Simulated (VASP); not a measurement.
Here is a VASP 6.6.1 calculation.

Contents of INCAR:

```
SYSTEM = MgO2
  PREC = Accurate
  ENCUT = 520
  EDIFF = 1E-7
  ISMEAR = 0
  SIGMA = 0.05
  LREAL = .False.
  LASPH = .True.
  NELM = 80
  ALGO = Normal
  ISIF = 2
  LWAVE = .False.
  LCHARG = .True.
  GGA = PS
  LELF = .True.
  LVHAR = .True.
  NBANDS = 14
```

File KPOINTS:

```
regular mesh
0
Gamma
  12 12 12
  0 0 0
```

File POSCAR:

```
MgO2
1.0
    1.6047610160      0.9265092046      3.4939788749
   -1.6047610160      0.9265092046      3.4939788749
    0.0000000000     -1.8530184092      3.4939788749
Mg O
1 2
Direct
    0.0000000000      0.0000000000      0.0000000000
    0.4478664435      0.4478664435      0.4478664435
    0.5521335565      0.5521335565      0.5521335565
```

Potentials or basis: VASP PAW PBE potentials, release 64 (Mg, O).

Launch:

```console
$ cat potpaw_PBE.64/Mg/POTCAR potpaw_PBE.64/O/POTCAR > POTCAR
$ mpirun -np 1 vasp_std > vasp.out
```

Q: Predict the band gap on the k mesh.

A: 1.71 eV, indirect (least direct gap 1.87 eV).

Q: What does it give for the pressure?

A: 52.4 GPa.

Q: Estimate the largest force.

A: 34.590 eV/Å.

Forces in eV/Å, atoms in the order of the input:
```
Mg    0.000   0.000   0.000
O     0.000   0.000 -34.590
O     0.000   0.000  34.590
```

Caveat: the cell differs from its parent crystal (mode 9 (885.4 1/cm) frozen in, largest displacement +0.200 Å); the standard files for N, O and F lose accuracy on very short bonds; the PAW data sets were made with another functional, which shifts forces and pressure a little. A k mesh can miss the band edges.
